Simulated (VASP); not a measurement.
Runs of VASP 6.6.1 on HgTe. The structure is that of space group F-43m (No. 216), or close to it. The cells are those of the table. 

```csv
task,level,potentials or basis,spin,cell,cutoff (eV),smearing,gap on the mesh (eV),pressure (GPa),moment (μB),relaxed volume (Å³/atom)
relaxation of cell and atoms,LDA,"VASP PAW LDA potentials, release 64 (Hg, Te)",off,"relaxed from a = 4.569 Å, angles 60.0°, 2 atoms",600,gaussian 0.05 eV,none,0.0,-,33.53
single point,LDA,"VASP PAW LDA potentials, release 64 (Hg, Te)",off,"a = 4.551 Å, angles 60.0°, 2 atoms",520,gaussian 0.05 eV,none,0.3,-,-
single point,PBE,"VASP PAW PBE potentials, release 64 (Hg, Te)","non-collinear, zero start, SOC","a = 4.569 Å, angles 60.0°, 2 atoms",520,gaussian 0.01 eV,-,3.6,0.00,-
single point,r2SCAN,"VASP PAW PBE potentials, release 64 (Hg, Te)",off,"a = 4.647 Å, angles 60.0°, 2 atoms",520,gaussian 0.05 eV,none,(b),-,-
single point,LDA,"VASP PAW LDA potentials, release 64 (Hg, Te)","non-collinear, zero start, SOC","a = 4.569 Å, angles 60.0°, 2 atoms",520,gaussian 0.01 eV,-,(a),0.00,-
relaxation of cell and atoms,r2SCAN,"VASP PAW PBE potentials, release 64 (Hg, Te)",off,"relaxed from a = 4.569 Å, angles 60.0°, 2 atoms",600,gaussian 0.05 eV,none,0.0,-,35.57
```

Alike in all rows: k mesh 8 × 8 × 8.

**Question.** Estimate the missing entries.

**Answer.** (a) -0.5; (b) 0.1.

Caveats: semilocal functionals underestimate gaps, so a narrow gap can read as zero (at least some runs); spin-orbit coupling is left out, which moves the levels of the heavy elements (at least some runs); the PAW data sets were made with another functional, which shifts forces and pressure a little (at least some runs); the cell stands under pressure (at least some runs).

A k mesh can miss the band edges, and rows without SOC leave out spin-orbit coupling on Hg, Te.

A gap of «none» marks levels without a gap at the run's occupations.
